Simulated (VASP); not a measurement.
Set up this calculation in VASP 6.6.1, as the native input.

```
Task                   : single point
Functional             : PBE
Potentials or basis    : VASP PAW PBE potentials, release 64 (Si, C)
Cutoff                 : 520 eV
k mesh                 : 2 × 2 × 2, shifted
Occupations            : gaussian, width 0.1 eV
Spin                   : no spin polarisation
Dipole correction      : no
Further INCAR settings : LREAL = Auto; ALGO = Normal; EDIFF = 1e-07; NBANDS = 46; ISYM = 0
```

The structure of SiC lies in POSCAR:

```
SiC
1.0
    1.5379991032      2.6638925888     -5.0480000000
    1.5379991032      2.6638925888      5.0480000000
    3.0759982064     -5.3277851775      0.0000000000
Si C
8 8
Direct
    0.1666666667      0.1666666667      0.3333333333
    0.1666666667      0.1666666667      0.8333333333
    0.6666666667      0.6666666667      0.3333333333
    0.6666666667      0.6666666667      0.8333333333
    0.0833333333      0.5833333333      0.6666666667
    0.0833333333      0.5833333333      0.1666666667
    0.5833333333      0.0833333333      0.6666666667
    0.5833333333      0.0833333333      0.1666666667
    0.9741666667      0.3591666667      0.3333333333
    0.9741666667      0.3591666667      0.8333333333
    0.4741666667      0.8591666667      0.3333333333
    0.4741666667      0.8591666667      0.8333333333
    0.8908333333      0.7758333333      0.6666666667
    0.8908333333      0.7758333333      0.1666666667
    0.3908333333      0.2758333333      0.6666666667
    0.3908333333      0.2758333333      0.1666666667
```

One way to write it, as run:

INCAR

```
SYSTEM = SiC
ALGO     = Normal         ! electronic algorithm
EDIFF    = 1E-7           ! SCF threshold, eV
ENCUT    = 520            ! plane-wave cutoff, eV
GGA      = PE             ! functional
ISIF     = 2              ! what is computed and relaxed
ISMEAR   = 0              ! smearing method
ISYM     = 0            
LASPH    = .True.         ! aspherical terms in the spheres
LCHARG   = .True.         ! write CHGCAR
LELF     = .True.         ! ELF
LREAL    = Auto         
LVHAR    = .True.       
LWAVE    = .False.        ! write WAVECAR
NBANDS   = 46             ! bands
NELM     = 60             ! most SCF steps
PREC     = Accurate       ! precision mode
SIGMA    = 0.1            ! smearing width, eV
```

KPOINTS

```
Automatic mesh
0
Gamma
  2 2 2
  0.5 0.5 0.5
```

Potentials or basis: VASP PAW PBE potentials, release 64 (Si, C).

Launch:

```sh
$ cat potpaw_PBE.64/Si/POTCAR potpaw_PBE.64/C/POTCAR > POTCAR
$ mpirun -np 1 vasp_std > vasp.out
```

It gave:

```json
{
  "Pressure": "3.6 GPa",
  "Largest force": "0.750 eV/Å",
  "Band gap on the k mesh": "3.22 eV"
}
```

Caveat: the k points lie up to 0.67 Å⁻¹ apart.

It took 99 s on 1 thread of Intel(R) Xeon(R) Platinum 8375C CPU @ 2.90GHz (Ice Lake), with other jobs on the host, peak memory 0.31 GiB.
